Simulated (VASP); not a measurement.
Here is a VASP 6.6.1 calculation.

The input INCAR:

```
PREC = Accurate ; ENCUT = 520
EDIFF = 1E-6 ; ISMEAR = -1
SIGMA = 0.05 ; LREAL = F
LASPH = T ; NELM = 80
ALGO = Normal ; ISIF = 2
LWAVE = F ; LCHARG = T
GGA = PS ; LELF = T
LVHAR = T ; NBANDS = 16
```

The input KPOINTS:

```
regular mesh
0
Gamma
  13 13 11
```

The input POSCAR:

```
ScSi2
1.0
    3.5852838948      0.0000000000      0.0000000000
   -1.7926419474      3.1049469327      0.0000000000
    0.0000000000      0.0000000000      3.7909982407
Sc Si
1 2
Direct
    0.0000000000      0.0000000000      0.0000000000
    0.3333333333      0.6666666667      0.5000000000
    0.6666666667      0.3333333333      0.5000000000
```

Potentials or basis: VASP PAW PBE potentials, release 64 (Sc_sv, Si).

Run with:

```console
$ cat potpaw_PBE.64/Sc_sv/POTCAR potpaw_PBE.64/Si/POTCAR > POTCAR
$ mpirun -np 1 vasp_std > vasp.out
```

Task: Estimate the pressure.

Result: 35.2 GPa.

Task: What does it give for the band gap on the k mesh?

Result: Zero (an odd number of electrons rules out a gap without spin polarisation).

Stress tensor (GPa, compression positive):
```
51.02  0.00  0.00
 0.00 51.02  0.00
 0.00  0.00  3.64
```

Caveat: the cell stands under pressure; the PAW data sets were made with another functional, which shifts forces and pressure a little.
